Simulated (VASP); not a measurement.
# InP (eos) (F-43m) in VASP: a series of runs

The runs below take InP (eos) through single point, with LDA.

Program: VASP 6.6.1. These are calculated values, not measurements. Logs are shortened: lines on timing, memory, paths and dates and some standing lists are left out, and cuts for length are marked.

## Step 1: The cell of the first run

The structure is cubic, space group F-43m (No. 216). Conventional cell: a = 5.904 Å, b = 5.904 Å, c = 5.904 Å, α = 90.00°, β = 90.00°, γ = 90.00°. In (site symmetry -43m) has 4 P at 2.56 Å within 3.4 Å. Within 3.4 Å of P (site symmetry -43m) lie 4 In at 2.56 Å.

## Step 2: Single point, LDA

INCAR reads:

```
  ALGO = Normal
  EDIFF = 1E-6
  ENCUT = 520
  ISIF = 2
  ISMEAR = 0
  LASPH = True
  LCHARG = False
  LREAL = False
  LWAVE = False
  NBANDS = 16
  NELM = 100
  PREC = Accurate
  SIGMA = 0.1
```

KPOINTS reads:

```
k-points
0
Gamma
  6 6 6
```

POSCAR reads:

```
InP
1.0
    0.0000000000      2.9519763900      2.9519763900
    2.9519763900      0.0000000000      2.9519763900
    2.9519763900      2.9519763900      0.0000000000
In P
1 1
Direct
    0.0000000000      0.0000000000      0.0000000000
    0.7500000000      0.7500000000      0.7500000000
```

Potentials or basis: VASP PAW LDA potentials, release 64 (In_d, P).

The run is started by

```bash
cat potpaw_LDA.64/In_d/POTCAR potpaw_LDA.64/P/POTCAR > POTCAR
mpirun -np 1 vasp_std > vasp.out
```

OUTCAR:

```text
EDIFF = 1E-6
   ENCUT = 520
   ISIF = 2
   ISMEAR = 0
   LASPH = True
   LREAL = False
   NELM = 100
   PREC = Accurate

 ion  position               nearest neighbor table
   1  0.000  0.000  0.000-   2 2.56   2 2.56   2 2.56   2 2.56
   2  0.750  0.750  0.750-   1 2.56   1 2.56   1 2.56   1 2.56

  LATTYP: Found a face centered cubic cell.
 ALAT       =     5.9039527800

  Lattice vectors:

 A1 = (   0.0000000000,   2.9519763900,   2.9519763900)
 A2 = (   2.9519763900,   0.0000000000,   2.9519763900)
 A3 = (   2.9519763900,   2.9519763900,   0.0000000000)

Analysis of symmetry for initial positions (statically):
=====================================================================
 Subroutine PRICEL returns:
 Original cell was already a primitive cell.

 Routine SETGRP: Setting up the symmetry group for a
 face centered cubic supercell.

 Subroutine GETGRP returns: Found 24 space group operations
 (whereof 24 operations were pure point group operations)
 out of a pool of 48 trial point group operations.

The static configuration has the point symmetry T_d .

Analysis of symmetry for dynamics (positions and initial velocities):
=====================================================================
 Subroutine PRICEL returns:
 Original cell was already a primitive cell.

 Routine SETGRP: Setting up the symmetry group for a
 face centered cubic supercell.

 Subroutine GETGRP returns: Found 24 space group operations
 (whereof 24 operations were pure point group operations)
 out of a pool of 48 trial point group operations.

The dynamic configuration has the point symmetry T_d .

 Subroutine INISYM returns: Found 24 space group operations
 (whereof 24 operations are pure point group operations),
 and found     1 'primitive' translations

----------------------------------------------------------------------------------------

                                     Primitive cell

  volume of cell :      51.4480

  direct lattice vectors                    reciprocal lattice vectors
     0.000000000  2.951976390  2.951976390    -0.169378048  0.169378048  0.169378048
     2.951976390  0.000000000  2.951976390     0.169378048 -0.169378048  0.169378048
     2.951976390  2.951976390  0.000000000     0.169378048  0.169378048 -0.169378048

  length of vectors
     4.174725047  4.174725047  4.174725047     0.293371386  0.293371386  0.293371386

  position of ions in fractional coordinates (direct lattice)
     0.000000000  0.000000000  0.000000000
     0.750000000  0.750000000  0.750000000

  ion indices of the primitive-cell ions
   primitive index   ion index
                 1           1
                 2           2

----------------------------------------------------------------------------------------

 KPOINTS: k-points

Automatic generation of k-mesh.
 Grid dimensions read from file:
 generate k-points for:    6    6    6

 Generating k-lattice:

  Cartesian coordinates                     Fractional coordinates (reciprocal lattice)
    -0.028229675  0.028229675  0.028229675     0.166666667  0.000000000  0.000000000
     0.028229675 -0.028229675  0.028229675     0.000000000  0.166666667  0.000000000
     0.028229675  0.028229675 -0.028229675     0.000000000  0.000000000  0.166666667

  Length of vectors
     0.048895231  0.048895231  0.048895231

  Shift w.r.t. Gamma in fractional coordinates (k-lattice)
     0.000000000  0.000000000  0.000000000

 Subroutine IBZKPT returns following result:
 ===========================================

 Found     16 irreducible k-points:

 Following reciprocal coordinates:
            Coordinates               Weight
  0.000000  0.000000  0.000000      1.000000
  0.166667  0.000000  0.000000      8.000000
  0.333333  0.000000  0.000000      8.000000
  0.500000  0.000000  0.000000      4.000000
  0.166667  0.166667  0.000000      6.000000
  0.333333  0.166667  0.000000     24.000000
[... 8 lines left out ...]
 -0.333333  0.333333  0.166667     24.000000
 -0.333333  0.500000  0.166667     12.000000
   k-points           NKPTS =     16   k-points in BZ     NKDIM =     16   number of bands    NBANDS=     16
   number of dos      NEDOS =    301   number of ions     NIONS =      2
   total plane-waves  NPLWV =  32768
   dimension x,y,z NGX =    32 NGY =   32 NGZ =   32
   dimension x,y,z NGXF=    64 NGYF=   64 NGZF=   64
   ions per type =               1   1
   NGX,Y,Z   is equivalent  to a cutoff of  12.74, 12.74, 12.74 a.u.
   NGXF,Y,Z  is equivalent  to a cutoff of  25.49, 25.49, 25.49 a.u.
 SYSTEM =  unknown system
   PREC   = accura    normal or accurate (medium, high low for compatibility)
   ISTART =      0    job   : 0-new  1-cont  2-samecut
   ICHARG =      2    charge: 1-file 2-atom 10-const
   ISPIN  =      1    spin polarized calculation?
   LNONCOLLINEAR =      F non collinear calculations
   LSORBIT =      F    spin-orbit coupling
   LASPH  =      T    aspherical Exc in radial PAW
   ENCUT  =  520.0 eV  38.22 Ry    6.18 a.u.   7.76  7.76  7.76*2*pi/ulx,y,z
   NELM   =    100;   NELMIN=  2; NELMDL= -5     # of ELM steps
   EDIFF  = 0.1E-05   stopping-criterion for ELM
   LREAL  =      F    real-space projection
   EDIFFG = 0.1E-04   stopping-criterion for IOM
   NSW    =      0    number of steps for IOM
   IBRION =     -1    ionic relax: 0-MD 1-quasi-New 2-CG
   NFREE  =      0    steps in history (QN), initial steepest desc. (CG)
   ISIF   =      2    stress and relaxation
   ISYM   =      2    0-nonsym 1-usesym 2-fastsym
   POTIM  = 0.5000    time-step for ionic-motion
   TEBEG  =    0.0;   TEEND  =   0.0 temperature during run
   PSTRESS=    0.0 pullay stress
   NELECT =      18.0000    total number of electrons
   NUPDOWN=      -1.0000    fix difference up-down
   EMIN   =  10.00;   EMAX   =-10.00  energy-range for DOS
   EFERMI =   0.00;   METHOD = LEGACY
   ISMEAR =     0;   SIGMA  =   0.10  broadening in eV -4-tet -1-fermi 0-gaus
   EFERMI_NEDOS =   21; number of points for ismear=-14 and -15
   IALGO  =     38    algorithm
   IMIX   =      4    mixing-type and parameters
     AMIX     =   0.40;   BMIX     =  1.00
     AMIX_MAG =   1.60;   BMIX_MAG =  1.00
  volume/ion in A,a.u.               =      25.72       173.59
  Fermi-wavevector in a.u.,A,eV,Ry     =   1.153567  2.179925 18.105499  1.330717
  Thomas-Fermi vector in A             =   2.290210
   LORBIT       =      0    0 simple, 1 ext, 2 COOP (PROOUT), +10 PAW based schemes
   GGA     = CA    functional components
   LHFCALC =     F    Hartree Fock is set to
   AEXX    =    0.0000 exact exchange contribution
   IVDW    =     0    specifies the selected vdW correction
   LEPSILON=     F    determine dielectric tensor
   LRPA    =     F    only Hartree local field effects (RPA)
 non-spin polarized calculation
 Gauss-broadening in eV      SIGMA  =   0.10
  energy-cutoff  :      520.00
  volume of cell :       51.45
 maximum number of plane-waves:      1411
   NGX = 15   NGY = 15   NGZ = 15

 number of electron      18.0000008 magnetization

 Free energy of the ion-electron system (eV)
  ---------------------------------------------------
  ext. energy  EPLUGINS =         0.00000000
  ---------------------------------------------------
  free energy    TOTEN  =        -9.64398777 eV

  energy without entropy =       -9.64396715  energy(sigma->0) =       -9.64397746

 E-fermi :   4.9839     XC(G=0):  -9.5152

 val. band max:        4.7770372152   @ k =   0.0000   0.0000   0.0000
 cond. band min:       5.1651906837   @ k =   0.0000   0.0000   0.0000
 fundamental gap:      0.3881534685
 Fermi energy:         4.9838612050

 k-point     1 :       0.0000    0.0000    0.0000
  band No.  band energies     occupation
      1      -9.3739      2.00000
      2      -9.3739      2.00000
      3      -9.3739      2.00000
      4      -9.2300      2.00000
      5      -9.2300      2.00000
      6      -6.6210      2.00000
[... 8 lines left out ...]
     15      14.1869      0.00000
     16      14.1869      0.00000

 k-point     2 :       0.1667    0.0000    0.0000
  band No.  band energies     occupation
      1      -9.4027      2.00000
      2      -9.3622      2.00000
      3      -9.3622      2.00000
      4      -9.2296      2.00000
      5      -9.2296      2.00000
      6      -6.3160      2.00000
[... 8 lines left out ...]
     15      13.3180      0.00000
     16      13.9222      0.00000

 k-point     3 :       0.3333    0.0000    0.0000
  band No.  band energies     occupation
      1      -9.4568      2.00000
      2      -9.3436      2.00000
      3      -9.3436      2.00000
      4      -9.2236      2.00000
      5      -9.2236      2.00000
      6      -5.5272      2.00000
[... 8 lines left out ...]
     15      13.7730      0.00000
     16      13.7730      0.00000

 k-point     4 :       0.5000    0.0000    0.0000
  band No.  band energies     occupation
      1      -9.4824      2.00000
      2      -9.3373      2.00000
      3      -9.3373      2.00000
      4      -9.2174      2.00000
      5      -9.2174      2.00000
      6      -4.9387      2.00000
[... 8 lines left out ...]
     15      15.3189      0.00000
     16      15.3189      0.00000

 k-point     5 :       0.1667    0.1667    0.0000
  band No.  band energies     occupation
      1      -9.4236      2.00000
      2      -9.3502      2.00000
      3      -9.3502      2.00000
      4      -9.2401      2.00000
      5      -9.2217      2.00000
      6      -6.2156      2.00000
[... 8 lines left out ...]
     15      14.4387      0.00000
     16      14.8956      0.00000

 k-point     6 :       0.3333    0.1667    0.0000
  band No.  band energies     occupation
      1      -9.4659      2.00000
      2      -9.3336      2.00000
      3      -9.3286      2.00000
      4      -9.2446      2.00000
      5      -9.2146      2.00000
      6      -5.5796      2.00000
[... 8 lines left out ...]
     15      14.6730      0.00000
     16      15.2657      0.00000

 k-point     7 :       0.5000    0.1667    0.0000
  band No.  band energies     occupation
      1      -9.4897      2.00000
      2      -9.3297      2.00000
      3      -9.3203      2.00000
      4      -9.2340      2.00000
      5      -9.2142      2.00000
      6      -4.8224      2.00000
[... 8 lines left out ...]
     15      15.3756      0.00000
     16      15.4782      0.00000

 k-point     8 :      -0.3333    0.1667    0.0000
  band No.  band energies     occupation
      1      -9.4783      2.00000
      2      -9.3328      2.00000
      3      -9.3274      2.00000
      4      -9.2274      2.00000
      5      -9.2232      2.00000
      6      -5.0346      2.00000
[... 8 lines left out ...]
     15      14.5350      0.00000
     16      15.7291      0.00000

 k-point     9 :      -0.1667    0.1667    0.0000
  band No.  band energies     occupation
      1      -9.4394      2.00000
      2      -9.3484      2.00000
      3      -9.3432      2.00000
      4      -9.2349      2.00000
      5      -9.2229      2.00000
      6      -5.8436      2.00000
[... 8 lines left out ...]
     15      14.0570      0.00000
     16      15.3904      0.00000

 k-point    10 :       0.3333    0.3333    0.0000
  band No.  band energies     occupation
      1      -9.5080      2.00000
      2      -9.3011      2.00000
      3      -9.3011      2.00000
      4      -9.2647      2.00000
      5      -9.2051      2.00000
      6      -5.1544      2.00000
[... 8 lines left out ...]
     15      15.0853      0.00000
     16      17.7515      0.00000

 k-point    11 :       0.5000    0.3333    0.0000
  band No.  band energies     occupation
      1      -9.5234      2.00000
      2      -9.2981      2.00000
      3      -9.2890      2.00000
      4      -9.2630      2.00000
      5      -9.2045      2.00000
      6      -4.5119      2.00000
[... 8 lines left out ...]
     15      15.5597      0.00000
     16      16.5781      0.00000

 k-point    12 :      -0.3333    0.3333    0.0000
  band No.  band energies     occupation
      1      -9.5046      2.00000
      2      -9.3170      2.00000
      3      -9.2993      2.00000
      4      -9.2436      2.00000
      5      -9.2187      2.00000
      6      -4.4399      2.00000
[... 8 lines left out ...]
     15      13.8812      0.00000
     16      17.6515      0.00000

 k-point    13 :       0.5000    0.5000    0.0000
  band No.  band energies     occupation
      1      -9.5452      2.00000
      2      -9.2782      2.00000
      3      -9.2757      2.00000
      4      -9.2757      2.00000
      5      -9.1969      2.00000
      6      -4.2926      2.00000
[... 8 lines left out ...]
     15      15.5412      0.00000
     16      16.4487      0.00000

 k-point    14 :       0.5000    0.3333    0.1667
  band No.  band energies     occupation
      1      -9.4948      2.00000
      2      -9.3231      2.00000
      3      -9.3053      2.00000
      4      -9.2485      2.00000
      5      -9.2128      2.00000
      6      -4.9103      2.00000
[... 8 lines left out ...]
     15      15.6424      0.00000
     16      16.3503      0.00000

 k-point    15 :      -0.3333    0.3333    0.1667
  band No.  band energies     occupation
      1      -9.5035      2.00000
      2      -9.3238      2.00000
      3      -9.2951      2.00000
      4      -9.2434      2.00000
      5      -9.2174      2.00000
      6      -4.4389      2.00000
[... 8 lines left out ...]
     15      15.6292      0.00000
     16      16.1919      0.00000

 k-point    16 :      -0.3333    0.5000    0.1667
  band No.  band energies     occupation
      1      -9.5220      2.00000
      2      -9.3066      2.00000
      3      -9.2828      2.00000
      4      -9.2572      2.00000
      5      -9.2094      2.00000
      6      -4.2366      2.00000
[... 8 lines left out ...]
     15      15.9086      0.00000
     16      16.5520      0.00000

------------------------ aborting loop because EDIFF is reached ----------------------------------------

  FORCE on cell =-STRESS in cart. coord.  units (eV):
  Direction    XX          YY          ZZ          XY          YZ          ZX
  --------------------------------------------------------------------------------------
  -------------------------------------------------------------------------------------
  Total       -0.8250630     -0.8250630     -0.8250630     -0.0000000     -0.0000000      0.0000000
  in kB      -25.6938427    -25.6938427    -25.6938427     -0.0000000     -0.0000000      0.0000000
  external PRESSURE =     -25.6938427 kB  Pullay stress =       0.0000000 kB

 VOLUME and BASIS-vectors are now :
 -----------------------------------------------------------------------------
  energy-cutoff  :      520.00
  volume of cell :       51.45
      direct lattice vectors                 reciprocal lattice vectors
     0.000000000  2.951976390  2.951976390    -0.169378048  0.169378048  0.169378048
     2.951976390  0.000000000  2.951976390     0.169378048 -0.169378048  0.169378048
     2.951976390  2.951976390  0.000000000     0.169378048  0.169378048 -0.169378048

 POSITION                                       TOTAL-FORCE (eV/Angst)
 -----------------------------------------------------------------------------------
      0.00000      0.00000      0.00000         0.000000     -0.000000      0.000000
      4.42796      4.42796      4.42796        -0.000000      0.000000     -0.000000
 -----------------------------------------------------------------------------------
    total drift:                                0.000000      0.000000      0.000000

  FREE ENERGIE OF THE ION-ELECTRON SYSTEM (eV)
  ---------------------------------------------------
  free  energy   TOTEN  =        -9.6439877720 eV

  energy  without entropy=       -9.6439671494  energy(sigma->0) =       -9.64397746
```

Run time: 15 s. Hardware: 1 thread of Intel Xeon 8259CL, shared host; peak memory 0.16 GiB.

What came out:

```yaml
Free_energy: -9.6440 eV
Pressure: -2.6 GPa
Band_gap_on_the_k_mesh: 0.39 eV, direct
```

Caveat: spin-orbit coupling is left out, which moves the levels of the heavy elements.

(Continued in part 2 of 2.)
